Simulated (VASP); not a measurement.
Here is a VASP 6.6.1 calculation.

The input INCAR:

```
SYSTEM = HfSiO4
  PREC = Accurate
  ENCUT = 520
  EDIFF = 1E-7
  ISMEAR = 0
  SIGMA = 0.02
  LREAL = .False.
  LASPH = .True.
  NELM = 60
  ALGO = Normal
  ISIF = 2
  LWAVE = .False.
  LCHARG = .False.
  GGA = PS
  NBANDS = 50
```

KPOINTS

```
Automatic mesh
0
Gamma
  6 6 6
  0 0 0
```

Contents of POSCAR:

```
HfSiO4
1.0
   -3.2910116978      3.2910116978      2.9830669673
    3.2910116978     -3.2910116978      2.9830669673
    3.2910116978      3.2910116978     -2.9830669673
Hf Si O
2 2 8
Direct
    0.0000000000      0.0000000000      0.0000000000
    0.7500000000      0.2500000000      0.5000000000
    0.2500000000      0.7500000000      0.5000000000
    0.5000000000      0.5000000000      0.0000000000
    0.1333334021      0.3181250508      0.8152083512
    0.0681250508      0.7529166996      0.6847916488
    0.0681250508      0.3833334021      0.3152083512
    0.5029166996      0.3181250508      0.1847916488
    0.6818749492      0.4970833004      0.8152083512
    0.6166665979      0.9318749492      0.6847916488
    0.2470833004      0.9318749492      0.3152083512
    0.6818749492      0.8666665979      0.1847916488
```

Potentials or basis: VASP PAW PBE potentials, release 64 (Hf_pv, Si, O).

Run with:

```console
$ cat potpaw_PBE.64/Hf_pv/POTCAR potpaw_PBE.64/Si/POTCAR potpaw_PBE.64/O/POTCAR > POTCAR
$ mpirun -np 1 vasp_std > vasp.out
```

Q: What does it give for the pressure?

A: -1.3 GPa.

Q: What does it give for the band gap on the k mesh?

A: 5.34 eV (least direct gap 5.69 eV).

Q: Predict the largest force.

A: 0.229 eV/Å.

Stress tensor (GPa, compression positive):
```
-1.49  0.00  0.00
 0.00 -1.49  0.00
 0.00  0.00 -1.00
```

Caveat: the PAW data sets were made with another functional, which shifts forces and pressure a little; spin-orbit coupling is left out, which moves the levels of the heavy elements. A k mesh can miss the band edges.
